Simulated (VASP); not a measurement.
Write the native input for VASP 6.6.1 that does the following.

| Item | Value |
| --- | --- |
| Task | relaxation of cell and atoms |
| Functional | PBE |
| Potentials or basis | VASP PAW PBE potentials, release 64 (Hg_sv_GW) |
| Cutoff | 500 eV |
| k mesh | 5 × 4 × 4 |
| Occupations | gaussian, width 0.2605 eV |
| Spin | no spin polarisation |
| Dipole correction | no |
| Further INCAR settings | ALGO = Normal; EDIFF = 1e-07; IBRION = 2; EDIFFG = -0.01; NSW = 100; ISIF = 3 |

The structure of Hg lies in POSCAR:

```
Hg
1.0
    6.3264429100      0.0000000000      0.0000000000
    0.0000000000      6.8763506300      0.0000000000
   -2.8377542100      0.0000000000      6.2557963000
Hg
6
Direct
    0.0000000000      0.0000000000      0.0000000000
    0.0000000000      0.5000000000      0.5000000000
    0.4250000000      0.3600000000      0.2650000000
    0.5750000000      0.8600000000      0.2350000000
    0.5750000000      0.6400000000      0.7350000000
    0.4250000000      0.1400000000      0.7650000000
```

These files were run (other wordings do the same):

INCAR

```
SYSTEM = Hg
ALGO = Normal
EDIFF = 1E-7
EDIFFG = -0.01
ENCUT = 500
GGA = PE
GGA_COMPAT = .False.
IBRION = 2
ISIF = 3
ISMEAR = 0
LASPH = .True.
LCHARG = .False.
LREAL = .False.
LWAVE = .False.
NELM = 120
NELMIN = 4
NSW = 100
PREC = Accurate
SIGMA = 0.2605
```

KPOINTS

```
k-points
0
Gamma
  5 4 4
  0 0 0
```

Potentials or basis: VASP PAW PBE potentials, release 64 (Hg_sv_GW).

The run is started by

```sh
$ cat potpaw_PBE.64/Hg_sv_GW/POTCAR > POTCAR
$ mpirun -np 1 vasp_std > vasp.out
```

It gave:

The relaxed volume is 36.40 Å³/atom, the relaxed cell is a = 5.997 Å, b = 6.475 Å, c = 6.182 Å, α = 90.00°, β = 114.54°, γ = 90.00° and the space group after relaxing (to 0.1 Å) is P2_1/c (No. 14). The energy gained by relaxing is 38.7 meV/atom, the ionic steps are 17 and the pressure after relaxing is 0.0 GPa. The largest force after relaxing is 0.009 eV/Å. The band gap on the k mesh is 1.15 eV (least direct gap 1.27 eV).

Caveat: the volume moved by over 15 % at a fixed basis, so the end points are rough; so wide a smearing shifts energies and pressures; spin-orbit coupling is left out, which moves the levels of the heavy elements.

Run time: 110 min on 1 thread of Intel(R) Xeon(R) 6975P-C (Granite Rapids), with other jobs on the host, peak memory 0.67 GiB.
